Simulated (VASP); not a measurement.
Runs of VASP 6.6.1 on Ag. The structure is that of space group Fm-3m (No. 225), or close to it. The cells are those of the table. 

| task | cell | cutoff (eV) | gap on the mesh (eV) | pressure (GPa) |
| --- | --- | --- | --- | --- |
| relaxation of cell and atoms | relaxed from a = 2.889 Å, angles 60.0°, 1 atom | 600 | none | 0.0 |
| single point | a = 2.851 Å, angles 60.0°, 1 atom | 520 | none | 1.7 |
| relaxation of cell and atoms | relaxed to 15 GPa from a = 2.866 Å, angles 60.0°, 1 atom | 600 | none | 15.0 |
| single point | a = 2.837 Å, angles 60.0°, 1 atom | 520 | none | (a) |
| single point | a = 2.801 Å, angles 60.0°, 1 atom | 520 | none | 9.7 |
| single point | a = 2.776 Å, angles 60.0°, 1 atom | 520 | none | 14.6 |
| single point | a = 2.866 Å, angles 60.0°, 1 atom | 520 | none | -0.2 |
| single point | a = 2.859 Å, angles 60.0°, 1 atom | 520 | none | 0.7 |
| single point | a = 2.818 Å, angles 60.0°, 1 atom | 520 | none | (b) |

Alike in all rows: level PBEsol; potentials or basis VASP PAW PBE potentials, release 64 (Ag); no spin polarisation; k mesh 24 × 24 × 24; smearing fermi-dirac 0.1 eV.

Question: Estimate the missing entries.

Answer: (a) 3.7; (b) 6.7.

Caveats: the PAW data sets were made with another functional, which shifts forces and pressure a little; the cell is relaxed towards a set pressure, so the enthalpy falls and the energy may rise (some runs).

A k mesh can miss the band edges, and the runs leave out spin-orbit coupling on Ag.

A gap of «none» marks levels without a gap at the run's occupations.
